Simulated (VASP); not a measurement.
# SrO (I4/mmm) in VASP: notebook

Runs on SrO. Level: PBE. Tasks: electric field gradients.

Everything below comes from runs of VASP 6.6.1. Logs are shortened: lines on timing, memory, paths and dates and some standing lists are left out, and cuts for length are marked.

**1. The cell of the first run**

The structure is tetragonal, space group I4/mmm (No. 139). Conventional cell: a = 3.634 Å, b = 3.634 Å, c = 5.294 Å, α = 90.00°, β = 90.00°, γ = 90.00°. Within 3.4 Å of Sr (site symmetry 4/mmm) lie 6 O at 2.57 to 2.65 Å. Within 3.4 Å of O (site symmetry 4/mmm) lie 6 Sr at 2.57 to 2.65 Å.

**2. Electric field gradients, PBE (zz strain of +3 %)**

The input, INCAR:

```
PREC     = Accurate       # precision mode
ENCUT    = 520            # plane-wave cutoff, eV
EDIFF    = 1E-8           # SCF threshold, eV
ISMEAR   = -1             # smearing method
SIGMA    = 0.02           # smearing width, eV
LREAL    = F              # projectors in reciprocal space
LASPH    = T              # aspherical terms in the spheres
NELM     = 60             # most SCF steps
ALGO     = Normal         # electronic algorithm
ISIF     = 2              # what is computed and relaxed
LWAVE    = F              # write WAVECAR
LCHARG   = F              # write CHGCAR
GGA      = PE             # functional
LEFG     = T            
NBANDS   = 15             # bands
```

The input, KPOINTS:

```
regular mesh
0
Gamma
  8 8 8
```

The input, POSCAR:

```
SrO
1.0
    0.0000000000      2.5698000000      2.6468940000
    2.5698000000      0.0000000000      2.6468940000
    2.5698000000      2.5698000000      0.0000000000
Sr O
1 1
Direct
    0.0000000000      0.0000000000      0.0000000000
    0.5000000000      0.5000000000      0.5000000000
```

Potentials or basis: VASP PAW PBE potentials, release 64 (Sr_sv, O).

Command:

```
> cat potpaw_PBE.64/Sr_sv/POTCAR potpaw_PBE.64/O/POTCAR > POTCAR
> mpirun -np 1 vasp_std > vasp.out
```

OUTCAR:

```text
PREC = Accurate
   ENCUT = 520
   EDIFF = 1E-8
   ISMEAR = -1
   LREAL = F
   LASPH = T
   NELM = 60
   ISIF = 2
   GGA = PE

 ion  position               nearest neighbor table
   1  0.000  0.000  0.000-   2 2.57   2 2.57   2 2.57   2 2.57   2 2.65   2 2.65
   2  0.500  0.500  0.500-   1 2.57   1 2.57   1 2.57   1 2.57   1 2.65   1 2.65

  LATTYP: Found a body centered tetragonal cell.
 ALAT       =     3.6342460126
 C/A-ratio  =     1.4566399692

  Lattice vectors:

 A1 = (  -2.5698000000,   0.0000000000,   2.6468940000)
 A2 = (   2.5698000000,   0.0000000000,   2.6468940000)
 A3 = (   0.0000000000,   2.5698000000,  -2.6468940000)

Analysis of symmetry for initial positions (statically):
=====================================================================
 Subroutine PRICEL returns:
 Original cell was already a primitive cell.

 Routine SETGRP: Setting up the symmetry group for a
 body centered tetragonal supercell.

 Subroutine GETGRP returns: Found 16 space group operations
 (whereof 16 operations were pure point group operations)
 out of a pool of 16 trial point group operations.

The static configuration has the point symmetry D_4h.

Analysis of symmetry for dynamics (positions and initial velocities):
=====================================================================
 Subroutine PRICEL returns:
 Original cell was already a primitive cell.

 Routine SETGRP: Setting up the symmetry group for a
 body centered tetragonal supercell.

 Subroutine GETGRP returns: Found 16 space group operations
 (whereof 16 operations were pure point group operations)
 out of a pool of 16 trial point group operations.

The dynamic configuration has the point symmetry D_4h.

 Subroutine INISYM returns: Found 16 space group operations
 (whereof 16 operations are pure point group operations),
 and found     1 'primitive' translations

----------------------------------------------------------------------------------------

                                     Primitive cell

  volume of cell :      34.9595

  direct lattice vectors                    reciprocal lattice vectors
     0.000000000  2.569800000  2.646894000    -0.194567671  0.194567671  0.188900651
     2.569800000  0.000000000  2.646894000     0.194567671 -0.194567671  0.188900651
     2.569800000  2.569800000  0.000000000     0.194567671  0.194567671 -0.188900651

  length of vectors
     3.689162491  3.689162491  3.634246013     0.333761311  0.333761311  0.333761311

  position of ions in fractional coordinates (direct lattice)
     0.000000000  0.000000000  0.000000000
     0.500000000  0.500000000  0.500000000

  ion indices of the primitive-cell ions
   primitive index   ion index
                 1           1
                 2           2

----------------------------------------------------------------------------------------

 KPOINTS: regular mesh

Automatic generation of k-mesh.
 Grid dimensions read from file:
 generate k-points for:    8    8    8

 Generating k-lattice:

  Cartesian coordinates                     Fractional coordinates (reciprocal lattice)
    -0.024320959  0.024320959  0.023612581     0.125000000  0.000000000  0.000000000
     0.024320959 -0.024320959  0.023612581     0.000000000  0.125000000  0.000000000
     0.024320959  0.024320959 -0.023612581    -0.000000000 -0.000000000  0.125000000

  Length of vectors
     0.041720164  0.041720164  0.041720164

  Shift w.r.t. Gamma in fractional coordinates (k-lattice)
     0.000000000  0.000000000  0.000000000

 Subroutine IBZKPT returns following result:
 ===========================================

 Found     59 irreducible k-points:

 Following reciprocal coordinates:
            Coordinates               Weight
  0.000000  0.000000  0.000000      1.000000
  0.125000  0.000000  0.000000      8.000000
  0.250000  0.000000  0.000000      8.000000
  0.375000  0.000000  0.000000      8.000000
  0.500000  0.000000  0.000000      4.000000
  0.125000  0.125000  0.000000      2.000000
[... 16 lines left out ...]
  0.250000  0.000000  0.125000     16.000000
  0.375000  0.000000  0.125000     16.000000
 [... further k-points ...]
   k-points           NKPTS =     59   k-points in BZ     NKDIM =     59   number of bands    NBANDS=     15
   number of dos      NEDOS =    301   number of ions     NIONS =      2
   total plane-waves  NPLWV =  21952
   dimension x,y,z NGX =    28 NGY =   28 NGZ =   28
   dimension x,y,z NGXF=    56 NGYF=   56 NGZF=   56
   ions per type =               1   1
   NGX,Y,Z   is equivalent  to a cutoff of  12.62, 12.62, 12.81 a.u.
   NGXF,Y,Z  is equivalent  to a cutoff of  25.24, 25.24, 25.62 a.u.
 SYSTEM =  unknown system
   PREC   = accura    normal or accurate (medium, high low for compatibility)
   ISTART =      0    job   : 0-new  1-cont  2-samecut
   ICHARG =      2    charge: 1-file 2-atom 10-const
   ISPIN  =      1    spin polarized calculation?
   LNONCOLLINEAR =      F non collinear calculations
   LSORBIT =      F    spin-orbit coupling
   LASPH  =      T    aspherical Exc in radial PAW
   ENCUT  =  520.0 eV  38.22 Ry    6.18 a.u.   6.86  6.86  6.76*2*pi/ulx,y,z
   NELM   =     60;   NELMIN=  2; NELMDL= -5     # of ELM steps
   EDIFF  = 0.1E-07   stopping-criterion for ELM
   LREAL  =      F    real-space projection
   EDIFFG = 0.1E-06   stopping-criterion for IOM
   NSW    =      0    number of steps for IOM
   IBRION =     -1    ionic relax: 0-MD 1-quasi-New 2-CG
   NFREE  =      0    steps in history (QN), initial steepest desc. (CG)
   ISIF   =      2    stress and relaxation
   ISYM   =      2    0-nonsym 1-usesym 2-fastsym
   POTIM  = 0.5000    time-step for ionic-motion
   TEBEG  =    0.0;   TEEND  =   0.0 temperature during run
   PSTRESS=    0.0 pullay stress
   NELECT =      16.0000    total number of electrons
   NUPDOWN=      -1.0000    fix difference up-down
   EMIN   =  10.00;   EMAX   =-10.00  energy-range for DOS
   EFERMI =   0.00;   METHOD = LEGACY
   ISMEAR =    -1;   SIGMA  =   0.02  broadening in eV -4-tet -1-fermi 0-gaus
   EFERMI_NEDOS =   21; number of points for ismear=-14 and -15
   IALGO  =     38    algorithm
   IMIX   =      4    mixing-type and parameters
     AMIX     =   0.40;   BMIX     =  1.00
     AMIX_MAG =   1.60;   BMIX_MAG =  1.00
  volume/ion in A,a.u.               =      17.48       117.96
  Fermi-wavevector in a.u.,A,eV,Ry     =   1.261614  2.384104 21.655976  1.591669
  Thomas-Fermi vector in A             =   2.395064
   LORBIT       =      0    0 simple, 1 ext, 2 COOP (PROOUT), +10 PAW based schemes
   GGA     = PE    functional components
   LHFCALC =     F    Hartree Fock is set to
   AEXX    =    0.0000 exact exchange contribution
   IVDW    =     0    specifies the selected vdW correction
   LEPSILON=     F    determine dielectric tensor
   LRPA    =     F    only Hartree local field effects (RPA)
 non-spin polarized calculation
  energy-cutoff  :      520.00
  volume of cell :       34.96
 maximum number of plane-waves:       962
   NGX = 13   NGY = 13   NGZ = 13

 number of electron      16.0000000 magnetization

 Free energy of the ion-electron system (eV)
  ---------------------------------------------------
  ext. energy  EPLUGINS =         0.00000000
  ---------------------------------------------------
  free energy    TOTEN  =       -12.04678816 eV

  energy without entropy =      -12.04678816  energy(sigma->0) =      -12.04678816

 E-fermi :   1.9699     XC(G=0):  -9.8925

 val. band max:        1.5642163663   @ k =   0.0000   0.0000   0.0000
 cond. band min:       4.7826184286   @ k =   0.5000   0.0000   0.5000
 fundamental gap:      3.2184020623
 Fermi energy:         1.9698867967

 k-point     1 :       0.0000    0.0000    0.0000
  band No.  band energies     occupation
      1     -30.9528      2.00000
      2     -13.5239      2.00000
      3     -12.6377      2.00000
      4     -12.6106      2.00000
      5     -12.6106      2.00000
      6       1.4732      2.00000
      7       1.5642      2.00000
      8       1.5642      2.00000
      9       5.2978      0.00000
     10       7.5400      0.00000
     11       7.7589      0.00000
     12       7.7589      0.00000
     13       9.6245      0.00000
     14       9.9788      0.00000
     15      14.1134      0.00000

 k-point     2 :       0.1250    0.0000    0.0000
  band No.  band energies     occupation
      1     -30.9352      2.00000
      2     -13.8974      2.00000
      3     -12.6462      2.00000
      4     -12.6186      2.00000
      5     -12.2867      2.00000
      6       1.0835      2.00000
      7       1.3261      2.00000
      8       1.3708      2.00000
      9       5.9828      0.00000
     10       7.5252      0.00000
     11       7.9312      0.00000
     12       8.0454      0.00000
     13      10.0092      0.00000
     14      10.3742      0.00000
     15      15.0785      0.00000

 k-point     3 :       0.2500    0.0000    0.0000
  band No.  band energies     occupation
      1     -30.8923      2.00000
      2     -14.4534      2.00000
      3     -12.6822      2.00000
      4     -12.6376      2.00000
      5     -11.8354      2.00000
      6       0.2828      2.00000
      7       0.9267      2.00000
      8       0.9519      2.00000
      9       7.3811      0.00000
     10       7.5740      0.00000
     11       8.7426      0.00000
     12       8.8247      0.00000
     13      10.9783      0.00000
     14      11.3585      0.00000
     15      16.9713      0.00000
[... 343 lines left out ...]
 k-point    23 :       0.2500    0.0000    0.1250
  band No.  band energies     occupation
      1     -30.8938      2.00000
      2     -14.3258      2.00000
      3     -12.7296      2.00000
      4     -12.6963      2.00000
      5     -11.9095      2.00000
      6       0.3007      2.00000
      7       1.1252      2.00000
      8       1.2493      2.00000
      9       6.7636      0.00000
     10       7.0058      0.00000
     11       8.9746      0.00000
     12       9.1447      0.00000
     13      10.5117      0.00000
     14      11.5652      0.00000
     15      17.0538      0.00000

 k-point    24 :       0.3750    0.0000    0.1250
  band No.  band energies     occupation
      1     -30.8507      2.00000
      2     -14.6945      2.00000
      3     -12.7661      2.00000
      4     -12.7216      2.00000
      5     -11.6956      2.00000
      6      -0.0831      2.00000
      7       0.6962      2.00000
      8       0.8760      2.00000
      9       7.0738      0.00000
     10       8.3124      0.00000
     11       9.8658      0.00000
     12      10.0349      0.00000
     13      11.7135      0.00000
     14      12.4473      0.00000
     15      16.9556      0.00000

 [... further k-points ...]
[... 5 lines left out ...]
  --------------------------------------------------------------------------------------
  -------------------------------------------------------------------------------------
  Total        0.4457344      0.4457344     -0.3007198      0.0000000     -0.0000000      0.0000000
  in kB       20.4277986     20.4277986    -13.7818487      0.0000000     -0.0000000      0.0000000
  external PRESSURE =       9.0245828 kB  Pullay stress =       0.0000000 kB

 VOLUME and BASIS-vectors are now :
 -----------------------------------------------------------------------------
  energy-cutoff  :      520.00
  volume of cell :       34.96
      direct lattice vectors                 reciprocal lattice vectors
     0.000000000  2.569800000  2.646894000    -0.194567671  0.194567671  0.188900651
     2.569800000  0.000000000  2.646894000     0.194567671 -0.194567671  0.188900651
     2.569800000  2.569800000  0.000000000     0.194567671  0.194567671 -0.188900651

 POSITION                                       TOTAL-FORCE (eV/Angst)
 -----------------------------------------------------------------------------------
      0.00000      0.00000      0.00000         0.000000      0.000000      0.000000
      2.56980      2.56980      2.64689        -0.000000     -0.000000      0.000000
 -----------------------------------------------------------------------------------
    total drift:                                0.000000      0.000000      0.000000

  FREE ENERGIE OF THE ION-ELECTRON SYSTEM (eV)
  ---------------------------------------------------
  free  energy   TOTEN  =       -12.0467881637 eV

  energy  without entropy=      -12.0467881637  energy(sigma->0) =      -12.04678816

 Electric field gradients (V/A^2)
---------------------------------------------------------------------
 ion       V_xx      V_yy      V_zz      V_xy      V_xz      V_yz
---------------------------------------------------------------------
   1     -14.306   -14.306    28.611     0.000    -0.000    -0.000
   2      -4.779    -4.779     9.559     0.000     0.000     0.000
---------------------------------------------------------------------

 Electric field gradients after diagonalization (V/A^2)
 (convention: |V_zz| > |V_xx| > |V_yy|)
----------------------------------------------------------------------
 ion       V_xx      V_yy      V_zz     asymmetry (V_yy - V_xx)/ V_zz
----------------------------------------------------------------------
   1     -14.306   -14.306    28.611       0.000
   2      -4.779    -4.779     9.559       0.000
----------------------------------------------------------------------

           NMR quadrupolar parameters

 Cq : quadrupolar parameter    Cq=e*Q*V_zz/h
 eta: asymmetry parameters     (V_yy - V_xx)/ V_zz
 Q  : nuclear electric quadrupole moment in mb (millibarn)
----------------------------------------------------------------------
 ion       Cq(MHz)       eta       Q (mb)
----------------------------------------------------------------------
   1       0.069       0.000       1.000
   2       0.023       0.000       1.000
----------------------------------------------------------------------
```

Wall time 27 s (1 thread of AMD EPYC 9R45 (Zen 5), shared host); peak memory 0.15 GiB.

Results:

| Property | Result |
| --- | --- |
| Free energy | -12.0468 eV |
| Pressure | 0.9 GPa |
| Band gap on the k mesh | 3.22 eV, indirect (least direct gap 3.32 eV) |

Electric field gradients, principal values (V/Å²):
```csv
atom,least,middle,greatest (by size)
1 Sr,-14.306,-14.306,28.611
2 O,-4.779,-4.779,9.559
```

Caveat: the cell differs from its parent crystal (zz strain of +3 %); without QUAD_EFG the Cq values of the log hold for a quadrupole moment of 1 mb, not for the nuclei. A k mesh can miss the band edges.

**3. Electric field gradients, PBE (equal xx and yy strain of +2 %)**

The input, INCAR:

```
PREC = Accurate
ENCUT = 520
EDIFF = 1E-8
ISMEAR = -1
SIGMA = 0.02
LREAL = F
LASPH = T
NELM = 100
ALGO = Normal
ISIF = 2
LWAVE = F
LCHARG = F
GGA = PE
LEFG = T
NBANDS = 15
```

KPOINTS is that of step 2.

The input, POSCAR:

```
SrO
1.0
    0.0000000000      2.6211960000      2.5698000000
    2.6211960000      0.0000000000      2.5698000000
    2.6211960000      2.6211960000      0.0000000000
Sr O
1 1
Direct
    0.0000000000      0.0000000000      0.0000000000
    0.5000000000      0.5000000000      0.5000000000
```

Potentials or basis: VASP PAW PBE potentials, release 64 (Sr_sv, O).

Command:

```
> cat potpaw_PBE.64/Sr_sv/POTCAR potpaw_PBE.64/O/POTCAR > POTCAR
> mpirun -np 1 vasp_std > vasp.out
```

OUTCAR:

```text
PREC = Accurate
   ENCUT = 520
   EDIFF = 1E-8
   ISMEAR = -1
   LREAL = F
   LASPH = T
   NELM = 100
   ISIF = 2
   GGA = PE

 ion  position               nearest neighbor table
   1  0.000  0.000  0.000-   2 2.57   2 2.57   2 2.62   2 2.62   2 2.62   2 2.62
   2  0.500  0.500  0.500-   1 2.57   1 2.57   1 2.62   1 2.62   1 2.62   1 2.62

  LATTYP: Found a body centered tetragonal cell.
 ALAT       =     3.7069309328
 C/A-ratio  =     1.3864838847

  Lattice vectors:

 A1 = (   0.0000000000,  -2.6211960000,  -2.5698000000)
 A2 = (   0.0000000000,   2.6211960000,  -2.5698000000)
 A3 = (   2.6211960000,   0.0000000000,   2.5698000000)

Analysis of symmetry for initial positions (statically):
=====================================================================
 Subroutine PRICEL returns:
 Original cell was already a primitive cell.
[... 622 lines left out ...]
  energy-cutoff  :      520.00
  volume of cell :       35.31
      direct lattice vectors                 reciprocal lattice vectors
     0.000000000  2.621196000  2.569800000    -0.190752618  0.190752618  0.194567671
     2.621196000  0.000000000  2.569800000     0.190752618 -0.190752618  0.194567671
     2.621196000  2.621196000  0.000000000     0.190752618  0.190752618 -0.194567671

 POSITION                                       TOTAL-FORCE (eV/Angst)
 -----------------------------------------------------------------------------------
      0.00000      0.00000      0.00000         0.000000      0.000000      0.000000
      2.62120      2.62120      2.56980        -0.000000      0.000000      0.000000
 -----------------------------------------------------------------------------------
    total drift:                                0.000000      0.000000      0.000000

  FREE ENERGIE OF THE ION-ELECTRON SYSTEM (eV)
  ---------------------------------------------------
  free  energy   TOTEN  =       -12.0517671174 eV

  energy  without entropy=      -12.0517671174  energy(sigma->0) =      -12.05176712

 Electric field gradients (V/A^2)
---------------------------------------------------------------------
 ion       V_xx      V_yy      V_zz      V_xy      V_xz      V_yz
---------------------------------------------------------------------
   1       9.834     9.834   -19.669    -0.000     0.000     0.000
   2       3.278     3.278    -6.557     0.000     0.001     0.001
---------------------------------------------------------------------

 Electric field gradients after diagonalization (V/A^2)
 (convention: |V_zz| > |V_xx| > |V_yy|)
----------------------------------------------------------------------
 ion       V_xx      V_yy      V_zz     asymmetry (V_yy - V_xx)/ V_zz
----------------------------------------------------------------------
   1       9.834     9.834   -19.669       0.000
   2       3.279     3.278    -6.557       0.000
----------------------------------------------------------------------

           NMR quadrupolar parameters

 Cq : quadrupolar parameter    Cq=e*Q*V_zz/h
 eta: asymmetry parameters     (V_yy - V_xx)/ V_zz
 Q  : nuclear electric quadrupole moment in mb (millibarn)
----------------------------------------------------------------------
 ion       Cq(MHz)       eta       Q (mb)
----------------------------------------------------------------------
   1      -0.048       0.000       1.000
   2      -0.016       0.000       1.000
----------------------------------------------------------------------
```

It took 25 s on 1 thread of AMD EPYC 9R45 (Zen 5), shared host; peak memory 0.15 GiB.

What came out:

```yaml
Free_energy: -12.0518 eV
Pressure: -0.1 GPa
Band_gap_on_the_k_mesh: 3.19 eV, indirect (least direct gap 3.37 eV)
```

Electric field gradients, principal values (V/Å²):
```tsv
atom	least	middle	greatest (by size)
1 Sr	9.834	9.834	-19.669
2 O	3.278	3.279	-6.557
```

Caveat: the cell differs from its parent crystal (equal xx and yy strain of +2 %); without QUAD_EFG the Cq values of the log hold for a quadrupole moment of 1 mb, not for the nuclei.
